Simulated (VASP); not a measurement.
A run of VASP 6.6.1 is set up as follows.

File INCAR:

```
PREC = Accurate
ENCUT = 520
EDIFF = 1E-6
ISMEAR = 0
SIGMA = 0.2
LREAL = False
LASPH = True
NELM = 60
ALGO = Normal
ISIF = 2
LWAVE = False
LCHARG = False
GGA = PE
NBANDS = 39
```

Contents of KPOINTS:

```
Automatic mesh
0
Gamma
  4 4 3
```

Contents of POSCAR:

```
Sc2GeTe4
1.0
    7.7688773492     -2.0938452153      0.0917949942
    7.7688773492      2.0938452153      0.0917949942
   -3.2365466868      0.0000000000      6.4652852913
Sc Ge Te
2 1 4
Direct
    0.7409658564      0.7409658564      0.7210075003
    0.2590341436      0.2590341436      0.2789924997
    0.0000000000      0.0000000000      0.0000000000
    0.1221741439      0.1221741439      0.4578420708
    0.8778258561      0.8778258561      0.5421579292
    0.6359370959      0.6359370959      0.9781634909
    0.3640629041      0.3640629041      0.0218365091
```

Potentials or basis: VASP PAW PBE potentials, release 64 (Sc_sv, Ge_d, Te).

Run with:

```console
$ cat potpaw_PBE.64/Sc_sv/POTCAR potpaw_PBE.64/Ge_d/POTCAR potpaw_PBE.64/Te/POTCAR > POTCAR
$ mpirun -np 1 vasp_std > vasp.out
```

(1) Predict the band gap on the k mesh.

(2) Estimate the pressure.

(3) What does it give for the largest force?

## Answers

(1) 0.47 eV (least direct gap 0.67 eV).

(2) 0.1 GPa.

(3) 0.022 eV/Å.

Caveat: spin-orbit coupling is left out, which moves the levels of the heavy elements.
